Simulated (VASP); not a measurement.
ZnO: single point with r2SCAN

**The experiment to reproduce.**

“Electronic structure of alkaline earth and post-transition metal oxides”, 2009, arxiv:0908.1581 quotes, for a bulk crystal of ZnO: band gap 3.37 eV.

The system is ZnO.

```
Zn O
1.0
     3.24931    0.00000    0.00000
    -1.62465    2.81398    0.00000
     0.00000    0.00000    5.20571
Zn O
2 2
Direct
  0.66667 0.33333 0.00000
  0.33333 0.66667 0.50000
  0.33333 0.66667 0.87901
  0.66667 0.33333 0.37901
```

```
Program                : VASP 6.6.1
Task                   : single point
Functional             : r2SCAN
Potentials or basis    : VASP PAW PBE potentials, release 64 (Zn, O_h)
Cutoff                 : 1480 eV
k mesh                 : 9 × 9 × 5
Occupations            : fermi-dirac, width 0.05 eV
Spin                   : no spin polarisation
Dipole correction      : no
Further INCAR settings : ALGO = Normal; EDIFF = 1e-06; NBANDS = 26
```

```yaml
Pressure: -0.1 GPa
Largest_force: 0.074 eV/Å
Band_gap_on_the_k_mesh: 1.23 eV
```

Forces on the atoms (eV/Å):
```
Zn   0.000  0.000 -0.074
Zn   0.000  0.000 -0.074
O    0.000  0.000  0.074
O    0.000  0.000  0.074
```

Stress tensor (GPa, compression positive):
```
-0.66  0.00  0.00
 0.00 -0.66  0.00
 0.00  0.00  0.97
```

Levels at points of the mesh, in eV from the valence-band top:
| k point | band 16 | band 17 | band 18 | band 19 | band 20 | band 21 |
| --- | --- | --- | --- | --- | --- | --- |
| (0.00, 0.00, 0.00) | -0.07 | 0.00 | 0.00 | 1.23 | 5.84 | 8.86 |

Wall time 9.3 min on 1 thread of Intel(R) Xeon(R) Platinum 8488C (Sapphire Rapids) (shared host), peak memory 0.5 GiB.

A measured gap of ZnO is 3.37 eV (quoted in “Electronic structure of alkaline earth and post-transition metal oxides”, 2009, arxiv:0908.1581); the calculated 1.23 eV misses it by -2.14 eV. So large a miss can be the level of theory's own, or it may mean another phase, state or a wrong row. The value is that of r2SCAN, without temperature or zero-point motion.

Caveat: the PAW data sets were made with another functional, which shifts forces and pressure a little.
